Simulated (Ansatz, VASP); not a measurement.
# NaH: VASP beside Ansatz

POSCAR

```
NaH
1.0
    0.0000000000      2.3975122828      2.3975122828
    2.3495620371      0.0000000000      2.3975122828
    2.3495620371      2.3975122828      0.0000000000
Na H
1 1
Direct
    0.0000000000      0.0000000000      0.0000000000
    0.5000000000      0.5000000000      0.5000000000
```

File INCAR.step1:

```
SYSTEM = NaH
PREC = Accurate ; ENCUT = 520
ISMEAR = 0 ; SIGMA = 0.01
LREAL = .FALSE. ; LASPH = .TRUE.
NELM = 100 ; NBANDS = 11
GGA = PE ; ALGO = Normal
EDIFF = 1E-4 ; LWAVE = .TRUE.
LCHARG = .FALSE.
```

INCAR.step2

```
SYSTEM = NaH
PREC = Accurate ; ENCUT = 520
EDIFF = 1E-7 ; ISMEAR = 0
SIGMA = 0.01 ; LREAL = .FALSE.
LASPH = .TRUE. ; NELM = 100
ALGO = Normal ; ISIF = 2
LWAVE = .FALSE. ; LCHARG = .FALSE.
METAGGA = R2SCAN ; LMIXTAU = .TRUE.
NBANDS = 11 ; ISTART = 1
```

KPOINTS

```
regular mesh
0
G
  10 10 10
  0 0 0
```

Input for Ansatz:

```yaml
crystal:
  lattice:
    - [0.0, 2.3975122828, 2.3975122828]
    - [2.3495620371, 0.0, 2.3975122828]
    - [2.3495620371, 2.3975122828, 0.0]
  atoms:
    - { symbol: Na, position: [0.0, 0.0, 0.0] }
    - { symbol: H, position: [0.5, 0.5, 0.5] }
kpoints:
  mp_grid: { grid: [10, 10, 10] }
  band_path:
    path:
      - [0.0, 0.0, 0.0]
      - [0.5, 0.0, 0.5]
      - [0.625, 0.25, 0.625]
      - [0.375, 0.375, 0.75]
      - [0.5, 0.5, 0.5]
      - [0.5, 0.25, 0.75]
    npoints: 1
hamiltonian:
  xc: r2scan
scf:
  occupations: { method: fixed }
  n_extra_bands: 4
output:
  forces: true
  stress: true
  eigenvalues: true
```

Change from the starting cell: uniaxial_x strain -2.0%.

Alike in both runs: task single point; functional r2SCAN; k mesh 10 × 10 × 10; no spin polarisation.

|  | VASP | Ansatz |
| --- | --- | --- |
| version | VASP 6.6.1 | Ansatz 0.2.0 |
| potentials or method | VASP PAW PBE potentials, release 64 (Na_pv, H) | plane waves, PAW |
| plane-wave cutoff (eV) | 520 | 500 |
| occupations | gaussian, width 0.01 eV | fixed |
| valence electrons in the cell | 8 | 10 |

Ansatz gave:

- gap on the k mesh at the Fermi level (eV): 4.43
- pressure (GPa): 0.5
- traceless stress, the component that is largest in VASP (GPa): 0.55

What did VASP give for the same quantities?

gap on the k mesh at the Fermi level (eV): 4.44; pressure (GPa): 0.3; traceless stress, the component that is largest in VASP (GPa): 0.67.

VASP's potentials were made for PBE, not for r2SCAN. VASP's potentials hold 8 valence electrons a cell and Ansatz's 10, so a difference there can come from the potentials and not from the codes.
